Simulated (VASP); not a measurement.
Mo3N4, 7 atoms in the cell. The structure is cubic, space group Pm-3m (No. 221). The conventional cell has a = 4.202 Å, b = 4.202 Å, c = 4.202 Å, α = 90.00°, β = 90.00°, γ = 90.00°. Within 2.8 Å of Mo (site symmetry 4/mmm) lie 6 N at 2.10 Å. Within 2.8 Å of N (site symmetry m-3m) lie 6 Mo at 2.10 Å. N (site symmetry 4/mmm) has 4 Mo at 2.10 Å within 2.8 Å. 

* Program: VASP 6.6.1
* Task: relaxation of cell and atoms
* Functional: PBE
* Potentials or basis: VASP PAW PBE potentials, release 64 (Mo_sv, N)
* Cutoff: 600 eV
* k mesh: 8 × 8 × 8
* Occupations: fermi-dirac, width 0.15 eV
* Spin: no spin polarisation
* Dipole correction: no
* Further INCAR settings: ALGO = Normal; EDIFF = 1e-06; IBRION = 2; EDIFFG = -0.001; NSW = 80; ISIF = 3

Potentials or basis: VASP PAW PBE potentials, release 64 (Mo_sv, N).

Run with:

```bash
$ cat potpaw_PBE.64/Mo_sv/POTCAR potpaw_PBE.64/N/POTCAR > POTCAR
$ mpirun -np 1 vasp_std > vasp.out
```

Hardware: 1 thread of Intel(R) Xeon(R) Platinum 8259CL CPU @ 2.50GHz (Skylake/Cascade Lake), on a shared host.

Problem. Estimate the wall time of this run.

Solution. Run time: 4.3 min on 1 thread of Intel(R) Xeon(R) Platinum 8259CL CPU @ 2.50GHz (Skylake/Cascade Lake), with other jobs on the host, peak memory 0.26 GiB. Counts: scf iterations 30, k points 35, ion steps 3.
